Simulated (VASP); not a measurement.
Here is a VASP 6.6.1 calculation.

The input INCAR:

```
SYSTEM = AlSi62
PREC = Accurate ; ENCUT = 520
EDIFF = 1E-7 ; ISMEAR = 0
SIGMA = 0.05 ; LREAL = Auto
LASPH = .TRUE. ; NELM = 60
ALGO = Normal ; ISIF = 2
LWAVE = .FALSE. ; LCHARG = .TRUE.
GGA = PE ; IVDW = 12
LELF = .TRUE. ; LVHAR = .TRUE.
NBANDS = 162 ; NELECT = 252.0
```

File KPOINTS:

```
Automatic mesh
0
G
  1 1 1
  0 0 0
```

POSCAR

```
AlSi62
1.0
   10.8600000000      0.0000000000      0.0000000000
    0.0000000000     10.8600000000      0.0000000000
    0.0000000000      0.0000000000     10.8600000000
Si Al
62 1
Direct
    0.5020955801     -0.0035545120     -0.0019385820
    0.6235203499      0.1234868324      0.1251866483
    0.7508406077      0.2476403315      0.0005430018
    0.8756435543      0.3748971455      0.1244151934
    0.7505174033     -0.0003145488      0.2492278085
    0.8713569982      0.1302291897      0.3798248619
    0.0014599448     -0.0012522099      0.0015930018
    0.1243539595      0.1259421731      0.1275861878
    0.2521532228      0.2474590239      0.0007081031
    0.3760678637      0.3749593002      0.1236629834
    0.5064522099      0.4957009208     -0.0073224678
    0.6276993554      0.6223572744      0.1203071823
    0.7551045120      0.7399295580     -0.0104523941
    0.8743254144      0.8715575506      0.1216346225
    0.2505032228     -0.0001374770      0.2497809392
    0.3721545120      0.1262242173      0.3760194291
    0.4986277164      0.2490998158      0.2494792818
    0.6244417127      0.3741988950      0.3737614180
    0.7506822284      0.4996005525      0.2492514733
    0.8757292818      0.6261649171      0.3736930018
    0.4986674033     -0.0006426335      0.4984480663
    0.6242970534      0.1236872928      0.6238113260
    0.7487768877      0.2606829650      0.5105391344
    0.7507568140     -0.0004011971      0.7494589319
    0.8759846225      0.1231360037      0.8767011971
    0.0033729282      0.4998017495      0.0013303867
    0.1269592081      0.6267371087      0.1260952118
    0.2534685083      0.7484511050     -0.0016805709
    0.3757999079      0.8744892265      0.1243568140
   -0.0015762431      0.2516815838      0.2528526703
    0.1165094843      0.3793662983      0.3826896869
    0.2485734807      0.4989863720      0.2514877532
    0.3757403315      0.6251226519      0.3724040516
    0.5021817680      0.7481140884      0.2460825046
    0.6238514733      0.8752088398      0.3728790976
   -0.0017023020      0.0033603131      0.5015074586
    0.1158467772      0.1337934622      0.6291647330
    0.2458609576      0.2518083794      0.5014679558
    0.3747198895      0.3746083794      0.6244488950
    0.4995278085      0.4991692449      0.4980476980
    0.6346241252      0.6151725599      0.6221559853
    0.7507160221      0.7508258748      0.4976820442
    0.8756577348      0.8747487109      0.6247674954
    0.2479101289      0.0025465930      0.7485302026
    0.3757887661      0.1226438306      0.8748259669
    0.4996366483      0.2481131676      0.7487386740
    0.6363075506      0.3717894107      0.8632000000
    0.8809323204      0.6100812155      0.8599727440
    0.0009510129      0.7516006446      0.2493699816
    0.1241712707      0.8778348066      0.3759153775
   -0.0130086556      0.5037531308      0.5130707182
    0.1267012891      0.6268779926      0.6239616022
    0.2516192449      0.7506500000      0.4973196133
    0.3749696133      0.8746503683      0.6244187845
   -0.0128600368      0.2631114180      0.7551367403
    0.1272495396      0.3740974217      0.8773039595
    0.2500781768      0.4994789134      0.7493966851
    0.3781968692      0.6226461326      0.8724667587
    0.5050493554      0.7445048803      0.7458225599
    0.6276492634      0.8709250460      0.8722653775
    0.0031790976      0.7513768877      0.7495733886
    0.1272711786      0.8760104972      0.8761167587
    0.8289646409      0.4325557090      0.6860592081
```

Potentials or basis: VASP PAW PBE potentials, release 64 (Si, Al).

Run with:

```sh
$ cat potpaw_PBE.64/Si/POTCAR potpaw_PBE.64/Al/POTCAR > POTCAR
$ mpirun -np 1 vasp_gam > vasp.out
```

Task: What does it give for the dispersion energy per atom?

Result: -0.311 eV.

Task: What does it give for the largest force?

Result: 0.193 eV/Å.

Forces in eV/Å, atoms in the order of the input:
```
Si   0.001  0.000  0.002
Si  -0.008 -0.001  0.002
Si   0.014 -0.006  0.004
Si   0.000  0.000  0.007
Si   0.014  0.011  0.016
Si  -0.010  0.014  0.014
Si  -0.003  0.001  0.001
Si  -0.008  0.005  0.004
Si   0.002 -0.001  0.000
Si  -0.009 -0.009  0.010
Si  -0.018  0.018  0.017
Si   0.000  0.003  0.009
Si   0.003 -0.003 -0.002
Si  -0.004  0.005  0.004
Si   0.005 -0.001  0.000
Si   0.002 -0.002 -0.003
Si   0.004  0.006  0.005
Si  -0.001 -0.001  0.002
Si   0.001 -0.002  0.005
Si   0.000  0.000  0.001
Si   0.003  0.002  0.006
Si  -0.004  0.000  0.002
Si   0.006  0.019  0.015
Si   0.001  0.001 -0.004
Si   0.001  0.002  0.001
Si   0.000  0.001  0.000
Si  -0.010 -0.002  0.000
Si  -0.001 -0.001  0.000
Si  -0.001 -0.003 -0.002
Si  -0.004  0.001  0.012
Si  -0.005 -0.008  0.001
Si   0.000  0.011  0.007
Si   0.001 -0.001  0.000
Si  -0.001  0.004  0.003
Si  -0.006  0.000  0.000
Si  -0.005  0.006  0.000
Si   0.000 -0.003 -0.002
Si  -0.001  0.000 -0.003
Si  -0.007 -0.001  0.000
Si   0.004 -0.001  0.005
Si  -0.028  0.017  0.002
Si   0.011 -0.007  0.001
Si  -0.002  0.004  0.003
Si   0.004 -0.002  0.005
Si  -0.001  0.001  0.000
Si  -0.008 -0.002 -0.001
Si  -0.042 -0.009  0.022
Si  -0.007 -0.018 -0.028
Si   0.001  0.002  0.002
Si  -0.006  0.000  0.002
Si   0.005  0.013 -0.013
Si   0.006  0.007  0.003
Si   0.003  0.003 -0.004
Si  -0.001  0.003  0.007
Si   0.021 -0.021  0.004
Si   0.001  0.000  0.003
Si  -0.001 -0.001 -0.004
Si  -0.008  0.005  0.002
Si  -0.003  0.002 -0.001
Si  -0.001  0.005  0.002
Si  -0.002  0.001  0.002
Si  -0.010 -0.001 -0.002
Al   0.110 -0.065 -0.144
```

Caveat: the k points lie up to 0.58 Å⁻¹ apart; the cell carries a net charge on a neutralising background, which shifts energy and pressure.
